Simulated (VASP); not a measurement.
# CsH (rocksalt type) (Fm-3m) in VASP: single point with LDA

Aim: the single point of CsH (rocksalt type) with LDA.

Program: VASP 6.6.1. These are calculated values, not measurements. Logs are shortened: lines on timing, memory, paths and dates and some standing lists are left out, and cuts for length are marked.

## Step 1: The cell of the first run

Symmetry: Fm-3m, No. 225, cubic system. The conventional cell has a = 4.838 Å, b = 4.838 Å, c = 4.838 Å, α = 90.00°, β = 90.00°, γ = 90.00°. Within 3.2 Å of Cs (site symmetry m-3m) lie 6 H at 2.42 Å. Within 3.2 Å of H (site symmetry m-3m) lie 6 Cs at 2.42 Å.

## Step 2: Single point, LDA (14.16 Å³/atom)

Input file INCAR:

```
SYSTEM = CsH
ALGO     = Normal         ! electronic algorithm
EDIFF    = 1E-6           ! SCF threshold, eV
ENCUT    = 910            ! plane-wave cutoff, eV
GGA      = CA             ! functional
GGA_COMPAT= .False.      
ISIF     = 2              ! what is computed and relaxed
ISMEAR   = -1             ! smearing method
LASPH    = .True.         ! aspherical terms in the spheres
LCHARG   = .False.        ! write CHGCAR
LREAL    = .False.        ! projectors in reciprocal space
LWAVE    = .False.        ! write WAVECAR
NBANDS   = 12             ! bands
NELM     = 120            ! most SCF steps
PREC     = Accurate       ! precision mode
SIGMA    = 0.05           ! smearing width, eV
```

Input file KPOINTS:

```
k-points
0
Gamma
  12 12 12
  0 0 0
```

Input file POSCAR:

```
CsH
1.0
    0.0000000000      2.4191521171      2.4191521171
    2.4191521171      0.0000000000      2.4191521171
    2.4191521171      2.4191521171      0.0000000000
Cs H
1 1
Direct
    0.0000000000      0.0000000000      0.0000000000
    0.5000000000      0.5000000000      0.5000000000
```

Potentials or basis: VASP PAW LDA potentials, release 64 (Cs_sv, H_h).

Run with:

```
> cat potpaw_LDA.64/Cs_sv/POTCAR potpaw_LDA.64/H_h/POTCAR > POTCAR
> mpirun -np 1 vasp_std > vasp.out
```

OUTCAR:

```text
SYSTEM = CsH
   EDIFF = 1E-6
   ENCUT = 910
   GGA = CA
   ISIF = 2
   ISMEAR = -1
   LASPH = .True.
   LREAL = .False.
   NELM = 120
   PREC = Accurate

 ion  position               nearest neighbor table
   1  0.000  0.000  0.000-
   2  0.500  0.500  0.500-

  LATTYP: Found a face centered cubic cell.
 ALAT       =     4.8383042342

  Lattice vectors:

 A1 = (   0.0000000000,   2.4191521171,   2.4191521171)
 A2 = (   2.4191521171,   0.0000000000,   2.4191521171)
 A3 = (   2.4191521171,   2.4191521171,   0.0000000000)

Analysis of symmetry for initial positions (statically):
=====================================================================
 Subroutine PRICEL returns:
 Original cell was already a primitive cell.

 Routine SETGRP: Setting up the symmetry group for a
 face centered cubic supercell.

 Subroutine GETGRP returns: Found 48 space group operations
 (whereof 48 operations were pure point group operations)
 out of a pool of 48 trial point group operations.

The static configuration has the point symmetry O_h .

Analysis of symmetry for dynamics (positions and initial velocities):
=====================================================================
 Subroutine PRICEL returns:
 Original cell was already a primitive cell.

 Routine SETGRP: Setting up the symmetry group for a
 face centered cubic supercell.

 Subroutine GETGRP returns: Found 48 space group operations
 (whereof 48 operations were pure point group operations)
 out of a pool of 48 trial point group operations.

The dynamic configuration has the point symmetry O_h .

 Subroutine INISYM returns: Found 48 space group operations
 (whereof 48 operations are pure point group operations),
 and found     1 'primitive' translations

----------------------------------------------------------------------------------------

                                     Primitive cell

  volume of cell :      28.3152

  direct lattice vectors                    reciprocal lattice vectors
     0.000000000  2.419152117  2.419152117    -0.206683985  0.206683985  0.206683985
     2.419152117  0.000000000  2.419152117     0.206683985 -0.206683985  0.206683985
     2.419152117  2.419152117  0.000000000     0.206683985  0.206683985 -0.206683985

  length of vectors
     3.421197733  3.421197733  3.421197733     0.357987163  0.357987163  0.357987163

  position of ions in fractional coordinates (direct lattice)
     0.000000000  0.000000000  0.000000000
[... 81 lines left out ...]
   NSW    =      0    number of steps for IOM
   IBRION =     -1    ionic relax: 0-MD 1-quasi-New 2-CG
   NFREE  =      0    steps in history (QN), initial steepest desc. (CG)
   ISIF   =      2    stress and relaxation
   ISYM   =      2    0-nonsym 1-usesym 2-fastsym
   POTIM  = 0.5000    time-step for ionic-motion
   TEBEG  =    0.0;   TEEND  =   0.0 temperature during run
   PSTRESS=    0.0 pullay stress
   NELECT =      10.0000    total number of electrons
   NUPDOWN=      -1.0000    fix difference up-down
   EMIN   =  10.00;   EMAX   =-10.00  energy-range for DOS
   EFERMI =   0.00;   METHOD = LEGACY
   ISMEAR =    -1;   SIGMA  =   0.05  broadening in eV -4-tet -1-fermi 0-gaus
   EFERMI_NEDOS =   21; number of points for ismear=-14 and -15
   IALGO  =     38    algorithm
   IMIX   =      4    mixing-type and parameters
     AMIX     =   0.40;   BMIX     =  1.00
     AMIX_MAG =   1.60;   BMIX_MAG =  1.00
  volume/ion in A,a.u.               =      14.16        95.54
  Fermi-wavevector in a.u.,A,eV,Ry     =   1.157182  2.186757 18.219155  1.339070
  Thomas-Fermi vector in A             =   2.293796
   LORBIT       =      0    0 simple, 1 ext, 2 COOP (PROOUT), +10 PAW based schemes
   GGA     = CA    functional components
   LHFCALC =     F    Hartree Fock is set to
   AEXX    =    0.0000 exact exchange contribution
   IVDW    =     0    specifies the selected vdW correction
   LEPSILON=     F    determine dielectric tensor
   LRPA    =     F    only Hartree local field effects (RPA)
 non-spin polarized calculation
  energy-cutoff  :      910.00
  volume of cell :       28.32
 maximum number of plane-waves:      1807
 NGX is ok and might be reduce to    36
   NGX = 17   NGY = 17   NGZ = 17

 number of electron      10.0000000 magnetization

 Free energy of the ion-electron system (eV)
  ---------------------------------------------------
  ext. energy  EPLUGINS =         0.00000000
  ---------------------------------------------------
  free energy    TOTEN  =        -3.28268914 eV

  energy without entropy =       -3.28178933  energy(sigma->0) =       -3.28223924

 E-fermi :   6.2736     XC(G=0): -10.9930

 val. band max:        6.2556054827   @ k =   0.4167   0.0000   0.0000
 cond. band min:       6.4335194792   @ k =   0.5000   0.4167   0.0000
 fundamental gap:      0.1779139965
 Fermi energy:         6.2736490627

 k-point     1 :       0.0000    0.0000    0.0000
  band No.  band energies     occupation
      1     -17.7453      2.00000
      2      -1.0848      2.00000
      3      -1.0848      2.00000
      4      -1.0848      2.00000
      5       3.4690      2.00000
      6      10.5917      0.00000
      7      10.5917      0.00000
      8      10.5917      0.00000
      9      14.6474      0.00000
     10      14.7399      0.00000
     11      14.7399      0.00000
     12      15.7841      0.00000
[... 331 lines left out ...]
 k-point    24 :      -0.4167    0.1667    0.0000
  band No.  band energies     occupation
      1     -16.2528      2.00000
      2      -6.4648      2.00000
      3      -3.0590      2.00000
      4      -1.9869      2.00000
      5       5.0248      2.00000
      6       8.2349      0.00000
      7      10.7647      0.00000
      8      11.5659      0.00000
      9      15.5300      0.00000
     10      16.4992      0.00000
     11      18.6534      0.00000
     12      21.8129      0.00000

 [... further k-points ...]
[... 5 lines left out ...]
  --------------------------------------------------------------------------------------
  -------------------------------------------------------------------------------------
  Total        5.8405373      5.8405373      5.8405373      0.0000000      0.0000000      0.0000000
  in kB      330.4789898    330.4789898    330.4789898      0.0000000      0.0000000      0.0000000
  external PRESSURE =     330.4789898 kB  Pullay stress =       0.0000000 kB

 VOLUME and BASIS-vectors are now :
 -----------------------------------------------------------------------------
  energy-cutoff  :      910.00
  volume of cell :       28.32
      direct lattice vectors                 reciprocal lattice vectors
     0.000000000  2.419152117  2.419152117    -0.206683985  0.206683985  0.206683985
     2.419152117  0.000000000  2.419152117     0.206683985 -0.206683985  0.206683985
     2.419152117  2.419152117  0.000000000     0.206683985  0.206683985 -0.206683985

 POSITION                                       TOTAL-FORCE (eV/Angst)
 -----------------------------------------------------------------------------------
      0.00000      0.00000      0.00000        -0.000000     -0.000000     -0.000000
      2.41915      2.41915      2.41915         0.000000      0.000000      0.000000
 -----------------------------------------------------------------------------------
    total drift:                               -0.000000      0.000000      0.000000

  FREE ENERGIE OF THE ION-ELECTRON SYSTEM (eV)
  ---------------------------------------------------
  free  energy   TOTEN  =        -3.2826891429 eV

  energy  without entropy=       -3.2817893324  energy(sigma->0) =       -3.28223924
```

stdout:

```text
POSCAR found type information on POSCAR CsH
 POSCAR found :  2 types and       2 ions
 scaLAPACK will be used
 LDA part: xc-table for (Slater(with rela. corr.)+CA(PZ))
 , standard interpolation
 POSCAR, INCAR and KPOINTS ok, starting setup
 FFT: planning ... GRIDC
 FFT: planning ... GRID_SOFT
 FFT: planning ... GRID
 WAVECAR not read
 entering main loop
```

It took 26 s on 1 thread of Intel Xeon Platinum 8488C (Sapphire Rapids), shared host; peak memory 0.21 GiB.

Results:

```
Free energy            : -3.2827 eV
Pressure               : 33.0 GPa
Band gap on the k mesh : zero (bands 5 and 6 overlap by 0.57 eV)
```

Levels at points of the mesh, in eV from the Fermi level:
| k point | band 3 | band 4 | band 5 | band 6 | band 7 | band 8 |
| --- | --- | --- | --- | --- | --- | --- |
| (0.00, 0.00, 0.00) | -7.36 | -7.36 | -2.80 | 4.32 | 4.32 | 4.32 |
| (0.50, 0.00, 0.00) | -8.01 | -8.01 | 0.38 | 0.52 | 3.43 | 3.43 |
| (0.50, 0.50, 0.00) | -9.36 | -9.36 | -5.01 | -0.19 | 11.43 | 12.14 |

Caveat: the cell stands under pressure; spin-orbit coupling is left out, which moves the levels of the heavy elements.
